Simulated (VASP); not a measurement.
# TaN in VASP: a series of runs, part 2 of 2

VASP 6.6.1.

### 5 Molecular dynamics, PBE

Contents of INCAR:

```
PREC = Accurate
ENCUT = 520
EDIFF = 1E-5
ISMEAR = 0
SIGMA = 0.1
LREAL = False
LASPH = True
NELM = 80
ALGO = Normal
ISIF = 2
LWAVE = False
LCHARG = False
GGA = PE
IBRION = 0
NSW = 20
POTIM = 2.0
TEBEG = 300.0
TEEND = 300.0
ISYM = 0
NELMIN = 4
RANDOM_SEED = 42038 0 0
MDALGO = 1
ANDERSEN_PROB = 0.0
```

Contents of KPOINTS:

```
regular mesh
0
Gamma
  3 3 5
```

Contents of POSCAR:

```
TaN
1.0
    5.2386090400      0.0000006000      0.0000000000
   -2.6193040000      4.5367688000      0.0000000000
    0.0000000000      0.0000000000      2.9348710000
Ta N
3 3
Direct
    0.3333000000      0.6667000000      0.5000000000
    0.6667000000      0.3333000000      0.5000000000
    0.0000000000      0.0000000000      0.0000000000
    0.3928000000      0.0000000000      0.0000000000
    0.6072000000      0.6072000000      0.0000000000
    0.0000000000      0.3928000000      0.0000000000
```

Potentials or basis: VASP PAW PBE potentials, release 64 (Ta_pv, N).

Launch:

```console
$ cat potpaw_PBE.64/Ta_pv/POTCAR potpaw_PBE.64/N/POTCAR > POTCAR
$ mpirun -np 1 vasp_std > vasp.out
```

OUTCAR:

```text
PREC = Accurate
   ENCUT = 520
   EDIFF = 1E-5
   ISMEAR = 0
   LREAL = False
   LASPH = True
   NELM = 80
   ISIF = 2
   GGA = PE
   IBRION = 0
   NSW = 20
   POTIM = 2.0
   TEBEG = 300.0
   ISYM = 0
   NELMIN = 4

 ion  position               nearest neighbor table
   1  0.333  0.667  0.500-   4 2.18   4 2.18   6 2.18   6 2.18   5 2.18   5 2.18   2 3.02   2 3.02
                             2 3.03   3 3.36   3 3.36   3 3.36   3 3.36   3 3.36   3 3.36
   2  0.667  0.333  0.500-   6 2.18   6 2.18   4 2.18   4 2.18   5 2.18   5 2.18   1 3.02   1 3.02
                             1 3.03   3 3.36   3 3.36   3 3.36   3 3.36   3 3.36   3 3.36
   3  0.000  0.000  0.000-   6 2.06   4 2.06   5 2.06   2 3.36   1 3.36   1 3.36   2 3.36   1 3.36
                             1 3.36   2 3.36   2 3.36   2 3.36   2 3.36   1 3.36   1 3.36
   4  0.393  0.000  0.000-   3 2.06   1 2.18   1 2.18   2 2.18   2 2.18
   5  0.607  0.607  0.000-   3 2.06   2 2.18   2 2.18   1 2.18   1 2.18
   6  0.000  0.393  0.000-   3 2.06   2 2.18   2 2.18   1 2.18   1 2.18

[... 305 lines left out ...]

------------------------ aborting loop because EDIFF is reached ----------------------------------------
[... 95 lines left out ...]
--------------------------------------- Ionic step       20  -------------------------------------------

 number of electron      47.9999997 magnetization

 Free energy of the ion-electron system (eV)
  ---------------------------------------------------
  ext. energy  EPLUGINS =         0.00000000
  ---------------------------------------------------
  free energy    TOTEN  =       -67.32918854 eV

  energy without entropy =      -67.32521598  energy(sigma->0) =      -67.32720226

 E-fermi :   7.9047     XC(G=0): -12.8739

 val. band max:        7.8699206805   @ k =  -0.3333   0.3333   0.4000
 cond. band min:       8.2247370029   @ k =   0.0000   0.3333   0.2000
 fundamental gap:      0.3548163224
 Fermi energy:         7.9046534764

 k-point     1 :       0.0000    0.0000    0.0000
  band No.  band energies     occupation
      1     -28.2461      2.00000
      2     -28.1370      2.00000
      3     -27.8708      2.00000
      4     -27.8418      2.00000
      5     -27.6925      2.00000
      6     -27.5932      2.00000
[... 741 lines left out ...]
  ENERGY OF THE ELECTRON-ION-THERMOSTAT SYSTEM (eV)
  ---------------------------------------------------
% ion-electron   TOTEN  =       -67.329189  see above
  kinetic energy EKIN   =         0.051114
  kin. lattice  EKIN_LAT=         0.000000  (temperature   79.09 K)
  nose potential ES     =         0.000000
  nose kinetic   EPS    =         0.000000
  ---------------------------------------------------
  total energy   ETOTAL =       -67.278074 eV
```

OSZICAR:

```text
N       E                     dE             d eps       ncg     rms          rms(c)
DAV:   1     0.454898247269E+03    0.45490E+03   -0.26728E+04  1296   0.178E+03
DAV:   2    -0.485530542737E+02   -0.50345E+03   -0.49042E+03  1536   0.500E+02
[... 124 lines left out ...]
       N       E                     dE             d eps       ncg     rms          rms(c)
DAV:   1    -0.673291429659E+02    0.18542E-01   -0.10216E-03  1328   0.115E+00    0.150E-02
DAV:   2    -0.673291894232E+02   -0.46457E-04   -0.50152E-04  1356   0.158E-01    0.126E-02
DAV:   3    -0.673291890953E+02    0.32796E-06   -0.54256E-06   908   0.155E-02    0.970E-03
DAV:   4    -0.673291885380E+02    0.55723E-06   -0.39561E-06   792   0.115E-02
     20 T=    79. E= -.67278074E+02 F= -.67329189E+02 E0= -.67327202E+02  EK= 0.51114E-01 SP= 0.00E+00 SK= 0.00E+00
```

It took 3 min on 1 thread of Intel Xeon Platinum 8488C (Sapphire Rapids), shared host; peak memory 0.25 GiB.

Step by step:
```
step  potential energy change (eV)  largest force (eV/Å)  pressure (GPa)  volume (Å³)  temperature (K)
   1                        0.0000                0.0151           -2.04        69.75              300
   2                        0.0063                0.3504           -1.83        69.75              291
   3                        0.0248                0.7149           -1.54        69.75              262
   4                        0.0523                1.0589           -1.22        69.75              220
   5                        0.0834                1.3507           -0.89        69.75              173
   6                        0.1121                1.5617           -0.59        69.75              129
   7                        0.1328                1.6676           -0.39        69.75               97
   8                        0.1421                1.6554           -0.33        69.75               83
   9                        0.1390                1.5270           -0.38        69.75               87
  10                        0.1258                1.2970           -0.53        69.75              107
  11                        0.1068                1.1551           -0.76        69.75              136
  12                        0.0871                1.1913           -1.02        69.75              166
  13                        0.0713                1.2270           -1.29        69.75              190
  14                        0.0626                1.2595           -1.52        69.75              204
  15                        0.0626                1.2870           -1.70        69.75              204
  16                        0.0710                1.3067           -1.83        69.75              191
  17                        0.0860                1.3161           -1.89        69.75              168
  18                        0.1052                1.3159           -1.90        69.75              139
  19                        0.1255                1.3617           -1.88        69.75              107
  20                        0.1440                1.4345           -1.83        69.75               79
```

Caveat: the k points lie up to 0.46 Å⁻¹ apart; spin-orbit coupling is left out, which moves the levels of the heavy elements.
